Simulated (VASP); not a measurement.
Set up this calculation in VASP 6.6.1, as the native input.

```
Task                   : relaxation of cell and atoms
Functional             : PBE
Potentials or basis    : VASP PAW PBE potentials, release 64 (S)
Cutoff                 : 600 eV
k mesh                 : 15 × 15 × 15
Occupations            : fermi-dirac, width 0.08 eV
Spin                   : no spin polarisation
Target pressure        : 200 GPa
Dipole correction      : no
Further INCAR settings : ALGO = Normal; EDIFF = 1e-07; IBRION = 2; EDIFFG = -0.005; NSW = 60; ISIF = 3
```

The structure of S lies in POSCAR:

```
S
1.0
    0.0000000000      2.0492939803      2.0492939803
    2.0492939803      0.0000000000      2.0492939803
    2.0492939803      2.0492939803      0.0000000000
S
2
Direct
   -0.1250000000     -0.1250000000     -0.1250000000
    0.1250000000      0.1250000000      0.1250000000
```

The input as run:

INCAR

```
SYSTEM = S
PREC = Accurate ; ENCUT = 600
EDIFF = 1E-7 ; ISMEAR = -1
SIGMA = 0.08 ; LREAL = .FALSE.
LASPH = .TRUE. ; NELM = 60
ALGO = Normal ; ISIF = 3
LWAVE = .FALSE. ; LCHARG = .FALSE.
GGA = PE ; IBRION = 2
NSW = 60 ; EDIFFG = -0.005
PSTRESS = 2000.0
```

KPOINTS

```
Automatic mesh
0
G
  15 15 15
  0 0 0
```

Potentials or basis: VASP PAW PBE potentials, release 64 (S).

Launch:

```sh
$ cat potpaw_PBE.64/S/POTCAR > POTCAR
$ mpirun -np 1 vasp_std > vasp.out
```

Results of the run:

- Relaxed volume: 8.98 Å³/atom
- Relaxed cell: a = 2.939 Å, b = 2.939 Å, c = 2.939 Å, α = 60.00°, β = 60.00°, γ = 60.00°
- Space group after relaxing (to 0.05 Å): Fd-3m (No. 227)
- Energy change on relaxing (the enthalpy is what falls): -498.3 meV/atom
- Ionic steps: 15
- Pressure after relaxing: 200.0 GPa
- Band gap on the k mesh: zero (band 6 reaches 20.26 eV, above the bottom of band 7 at 15.04 eV)

Caveat: the cell is relaxed towards a set pressure, so the enthalpy falls and the energy may rise.

Wall time 83 s on 1 thread of Intel(R) Xeon(R) Platinum 8375C CPU @ 2.90GHz (Ice Lake), with other jobs on the host, peak memory 0.15 GiB.
